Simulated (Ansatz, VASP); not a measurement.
## GaP in VASP and in Ansatz

File INCAR:

```
PREC = Accurate
ENCUT = 500
EDIFF = 1E-6
ISMEAR = -4
SIGMA = 0.1
LREAL = False
LASPH = True
NELM = 120
ALGO = Normal
ISIF = 2
LWAVE = False
LCHARG = True
GGA = PE
IVDW = 13
LELF = True
LVHAR = True
NBANDS = 16
GGA_COMPAT = False
```

Contents of KPOINTS:

```
Automatic mesh
0
Gamma
  10 10 10
```

Contents of POSCAR:

```
GaP
1.0
    0.0000000000      2.7530800596      2.7530800596
    2.7530800596      0.0000000000      2.7530800596
    2.7530800596      2.7530800596      0.0000000000
Ga P
1 1
Direct
    0.0000000000      0.0000000000      0.0000000000
    0.7500000000      0.7500000000      0.7500000000
```

Input for Ansatz:

```yaml
crystal:
  lattice:
    - [0.0, 2.7530800644, 2.7530800644]
    - [2.7530800644, 0.0, 2.7530800644]
    - [2.7530800644, 2.7530800644, 0.0]
  atoms:
    - { symbol: Ga, position: [0.0, 0.0, 0.0] }
    - { symbol: P, position: [0.75, 0.75, 0.75] }
basis:
  ecutwfc: 420
  ecutrho_ratio: 4
kpoints:
  mp_grid: { grid: [10, 10, 10] }
hamiltonian:
  xc: pbe
  dispersion: d4
scf:
  occupations: { method: gaussian, width: 0.05 }
output:
  forces: true
  stress: true
```

Alike in both runs: task single point; functional PBE; dispersion D4; k mesh 10 × 10 × 10; no spin polarisation.

|  | VASP | Ansatz |
| --- | --- | --- |
| version | VASP 6.6.1 | Ansatz 0.2.0 |
| potentials or method | VASP PAW PBE potentials, release 64 (Ga_d, P), cutoff 500 eV | scalar-relativistic, plane waves, PAW |
| occupations | tetrahedron | gaussian, width 0.05 eV |
| valence electrons in the cell | 18 | 18 |

|  | VASP | Ansatz | Ansatz less VASP |
| --- | --- | --- | --- |
| pressure (GPa) | -3.2 | -3.1 | +0.08 |
